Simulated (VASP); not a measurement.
Input of a VASP 6.6.1 run:

File INCAR:

```
SYSTEM = Ni
  ALGO = Normal
  EDIFF = 1E-7
  ENCUT = 520
  GGA = RE
  ISIF = 2
  ISMEAR = -1
  ISPIN = 2
  LASPH = .True.
  LCHARG = .False.
  LMAXMIX = 4
  LORBIT = 11
  LREAL = .False.
  LWAVE = .False.
  MAGMOM = 0.686 0.686
  NBANDS = 21
  NELM = 150
  PREC = Accurate
  SIGMA = 0.05
```

Contents of KPOINTS:

```
k-points
0
Gamma
  20 20 15
  0 0 0
```

POSCAR

```
Ni
1.0
    2.5974571000      0.0000000000      0.0000000000
    0.0000000000      2.5974571000      0.0000000000
    0.0000000000      0.0000000000      3.6716981904
Ni
2
Direct
    0.0000000000      0.0000000000      0.0000000000
    0.5000000000      0.5000000000      0.5000000000
```

Potentials or basis: VASP PAW PBE potentials, release 64 (Ni).

The run is started by

```bash
$ cat potpaw_PBE.64/Ni/POTCAR > POTCAR
$ mpirun -np 1 vasp_std > vasp.out
```

Estimate the pressure.

-14.9 GPa.

Estimate the net moment.

1.33 μB per cell.

What does it give for the site moments?

Ni +0.69 μB.

Stress tensor (GPa, compression positive):
```
-14.89   0.00   0.00
  0.00 -14.89   0.00
  0.00   0.00 -14.80
```

Caveat: the cell stands under tension; the PAW data sets were made with another functional, which shifts forces and pressure a little.
